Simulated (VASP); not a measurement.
# W2C5F (P4/mmm) in VASP: further runs, part 2 of 2

VASP 6.6.1. Earlier steps stand in the parts before.

## 5. Relaxation of cell and atoms, PBE

This run uses another cell than the first one, of 8.71 Å³/atom.

INCAR reads:

```
SYSTEM = W2C5F
  PREC = Accurate
  ENCUT = 600
  EDIFF = 1E-7
  ISMEAR = 0
  SIGMA = 0.1
  LREAL = .False.
  LASPH = .True.
  NELM = 60
  ALGO = Normal
  ISIF = 3
  LWAVE = .False.
  LCHARG = .False.
  GGA = PE
  IBRION = 2
  NSW = 90
  EDIFFG = -0.04
```

KPOINTS reads:

```
regular mesh
0
Gamma
  6 6 4
  0 0 0
```

POSCAR reads:

```
W2C5F
1.0
    3.1553869004      0.0000000000      0.0000000000
    0.0000000000      3.1553869004      0.0000000000
    0.0000000000      0.0000000000      6.9949160636
W C F
2 5 1
Direct
    0.0000000000      0.0000000000      0.0000000000
    0.5000000000      0.5000000000      0.5000000000
    0.0000000000      0.5000000000      0.2511806370
    0.5000000000      0.0000000000      0.7488193630
    0.5000000000      0.0000000000      0.2511806370
    0.0000000000      0.5000000000      0.7488193630
    0.5000000000      0.5000000000      0.0000000000
    0.0000000000      0.0000000000      0.5000000000
```

Potentials or basis: VASP PAW PBE potentials, release 64 (W_sv, C, F).

Started as:

```
cat potpaw_PBE.64/W_sv/POTCAR potpaw_PBE.64/C/POTCAR potpaw_PBE.64/F/POTCAR > POTCAR
mpirun -np 1 vasp_std > vasp.out
```

OUTCAR:

```text
SYSTEM = W2C5F
   PREC = Accurate
   ENCUT = 600
   EDIFF = 1E-7
   ISMEAR = 0
   LREAL = .False.
   LASPH = .True.
   NELM = 60
   ISIF = 3
   GGA = PE
   IBRION = 2
   NSW = 90
   EDIFFG = -0.04

 ion  position               nearest neighbor table
   1  0.000  0.000  0.000-   7 2.23   7 2.23   7 2.23   7 2.23   3 2.36   3 2.36   6 2.36   4 2.36
                             4 2.36   5 2.36   5 2.36   6 2.36
   2  0.500  0.500  0.500-   8 2.23   8 2.23   8 2.23   8 2.23   3 2.35   4 2.35   5 2.35   4 2.35
                             3 2.35   6 2.35   5 2.35   6 2.35
   3  0.000  0.500  0.251-   2 2.35   2 2.35   1 2.36   1 2.36
   4  0.500  0.000  0.749-   2 2.35   2 2.35   1 2.36   1 2.36
   5  0.500  0.000  0.251-   2 2.35   2 2.35   1 2.36   1 2.36
   6  0.000  0.500  0.749-   2 2.35   2 2.35   1 2.36   1 2.36
   7  0.500  0.500  0.000-   1 2.23   1 2.23   1 2.23   1 2.23
   8  0.000  0.000  0.500-   2 2.23   2 2.23   2 2.23   2 2.23

  LATTYP: Found a simple tetragonal cell.
 ALAT       =     3.1553869004
[... 368 lines left out ...]
  ext. energy  EPLUGINS =         0.00000000
  ---------------------------------------------------
  free energy    TOTEN  =       -59.34591007 eV

  energy without entropy =      -59.33019233  energy(sigma->0) =      -59.33805120

 E-fermi :  10.1772     XC(G=0): -13.3931

 val. band max:       10.1332579009   @ k =   0.1667   0.0000   0.2500
 cond. band min:      10.2186057891   @ k =   0.0000   0.0000   0.0000
 fundamental gap:      0.0853478881
 Fermi energy:        10.1772418444

 k-point     1 :       0.0000    0.0000    0.0000
  band No.  band energies     occupation
      1     -65.4984      2.00000
      2     -65.0706      2.00000
      3     -29.6549      2.00000
      4     -29.6548      2.00000
      5     -29.4782      2.00000
      6     -29.1991      2.00000
[... 853 lines left out ...]
     32      11.2306      0.00000
     33      13.0119      0.00000

 [... further k-points ...]
[... 5 lines left out ...]
  --------------------------------------------------------------------------------------
  -------------------------------------------------------------------------------------
  Total        0.0748702      0.0748702      0.0219143      0.0000000      0.0000000      0.0000000
  in kB        1.7208029      1.7208029      0.5036739      0.0000000      0.0000000      0.0000000
  external PRESSURE =       1.3150932 kB  Pullay stress =       0.0000000 kB
[... 23 lines left out ...]
  FREE ENERGIE OF THE ION-ELECTRON SYSTEM (eV)
  ---------------------------------------------------
  free  energy   TOTEN  =       -59.3459100739 eV

  energy  without entropy=      -59.3301923271  energy(sigma->0) =      -59.33805120

 reached required accuracy - stopping structural energy minimisation
```

OSZICAR:

```text
N       E                     dE             d eps       ncg     rms          rms(c)
[... 57 lines left out ...]
DAV:   3    -0.593466653178E+02    0.46934E-03   -0.14788E-02  2469   0.468E-01    0.180E-01
DAV:   4    -0.593459840540E+02    0.68126E-03   -0.48506E-03  2570   0.303E-01    0.568E-02
DAV:   5    -0.593459155144E+02    0.68540E-04   -0.45960E-04  2526   0.140E-01    0.494E-02
DAV:   6    -0.593459138654E+02    0.16489E-05   -0.23183E-05  2326   0.332E-02    0.365E-02
DAV:   7    -0.593459110643E+02    0.28012E-05   -0.97317E-06  2484   0.207E-02    0.805E-03
DAV:   8    -0.593459099442E+02    0.11201E-05   -0.29202E-06  2535   0.146E-02    0.308E-03
DAV:   9    -0.593459100967E+02   -0.15253E-06   -0.55938E-07  2027   0.503E-03    0.193E-03
DAV:  10    -0.593459100739E+02    0.22794E-07   -0.50301E-08  1082   0.194E-03
   5 F= -.59345910E+02 E0= -.59338051E+02  d E =-.499783E-03
```

CONTCAR:

```text
W2C5F
   1.00000000000000
     3.1369744926125458    0.0000000000000000    0.0000000000000000
     0.0000000000000000    3.1369744926125458    0.0000000000000000
     0.0000000000000000    0.0000000000000000    7.0838019855797052
  W               C               F
     2     5     1
Direct
     0.0000000000000000    0.0000000000000000    0.0000000000000000
     0.5000000000000000    0.5000000000000000    0.5000000000000000
     0.0000000000000000    0.5000000000000000    0.2524534281438795
     0.5000000000000000    0.0000000000000000    0.7475465718561205
     0.5000000000000000    0.0000000000000000    0.2524534281438795
     0.0000000000000000    0.5000000000000000    0.7475465718561205
     0.5000000000000000    0.5000000000000000    0.0000000000000000
     0.0000000000000000    0.0000000000000000    0.5000000000000000

  0.00000000E+00  0.00000000E+00  0.00000000E+00
  0.00000000E+00  0.00000000E+00  0.00000000E+00
  0.00000000E+00  0.00000000E+00  0.00000000E+00
  0.00000000E+00  0.00000000E+00  0.00000000E+00
  0.00000000E+00  0.00000000E+00  0.00000000E+00
  0.00000000E+00  0.00000000E+00  0.00000000E+00
  0.00000000E+00  0.00000000E+00  0.00000000E+00
  0.00000000E+00  0.00000000E+00  0.00000000E+00
```

It took 4.8 min on 1 thread of Intel Xeon Platinum 8375C at 2.90GHz (Ice Lake), shared host; peak memory 0.26 GiB.

Results:

- Free energy: -59.3459 eV
- Relaxed volume: 8.71 Å³/atom
- Relaxed cell: a = 3.137 Å, b = 3.137 Å, c = 7.084 Å, α = 90.00°, β = 90.00°, γ = 90.00°
- Space group after relaxing (to 0.1 Å): P4/mmm (No. 123)
- Energy gained by relaxing: 1.3 meV/atom
- Ionic steps: 5
- Pressure after relaxing: 0.1 GPa
- Largest force after relaxing: 0.027 eV/Å
- Band gap on the k mesh: zero (an odd number of electrons rules out a gap without spin polarisation)

Forces on the atoms (eV/Å):
```
W    0.000  0.000  0.000
W    0.000  0.000  0.000
C    0.000  0.000  0.027
C    0.000  0.000 -0.027
C    0.000  0.000  0.027
C    0.000  0.000 -0.027
C    0.000  0.000  0.000
F    0.000  0.000  0.000
```

Stress tensor (GPa, compression positive):
```
0.17 0.00 0.00
0.00 0.17 0.00
0.00 0.00 0.05
```

The path:
```csv
step,energy change (eV),largest force (eV/Å),pressure (GPa),volume (Å³)
1,0.0000,0.0703,0.21,69.64
2,-0.0068,0.0607,-0.20,69.76
3,-0.0098,0.0474,-0.61,69.89
4,-0.0096,0.0025,1.02,69.50
5,-0.0103,0.0267,0.13,69.71
```

Final structure:
```
CELL_PARAMETERS angstrom
3.13697 0.00000 0.00000
0.00000 3.13697 0.00000
0.00000 0.00000 7.08380
ATOMIC_POSITIONS crystal
W 0.00000 0.00000 0.00000
W 0.50000 0.50000 0.50000
C 0.00000 0.50000 0.25245
C 0.50000 0.00000 0.74755
C 0.50000 0.00000 0.25245
C 0.00000 0.50000 0.74755
C 0.50000 0.50000 0.00000
F 0.00000 0.00000 0.50000
```

Caveat: spin-orbit coupling is left out, which moves the levels of the heavy elements; an odd number of electrons without spin polarisation forces a metal; a magnetic or distorted state may lie lower.

## 6. Overview

```tsv
task	spin	cell	k mesh	cutoff (eV)	gap on the mesh (eV)	pressure (GPa)	relaxed volume (Å³/atom)	largest force (eV/Å)
single point	collinear, zero start	a = 3.598, b = 3.598, c = 7.889 Å, 8 atoms, atomic positions A	6 × 6 × 2	520	none	-44.9	-	0.09
single point	off	a = 3.122, b = 3.122, c = 7.137 Å, 8 atoms, atomic positions B	12 × 12 × 6	520	none	0.9	-	-
relaxation of cell and atoms	off	relaxed from a = 3.598, b = 3.598, c = 7.889 Å, 8 atoms, atomic positions A	6 × 6 × 2	600	none	0.0	8.73	-
relaxation of cell and atoms	off	relaxed from a = 3.155, b = 3.155, c = 6.995 Å, 8 atoms, atomic positions C	6 × 6 × 4	600	none	0.1	8.71	0.03
```

Alike in all rows: level PBE; potentials or basis VASP PAW PBE potentials, release 64 (W_sv, C, F); smearing gaussian 0.1 eV.

Caveats: some runs use coarse meshes; spin-orbit coupling is left out, which moves the levels of the heavy elements; an odd number of electrons without spin polarisation forces a metal (at least some runs); a magnetic or distorted state may lie lower (at least some runs); no moment was typed at the start, so none could form (at least some runs); the volume moved by over 15 % at a fixed basis, so the end points are rough (at least some runs).

Total energies depend on the potentials used, so only differences within one code and one set of settings carry meaning.

The gap in the log of VASP goes by the Fermi energy; the results here count the filled bands.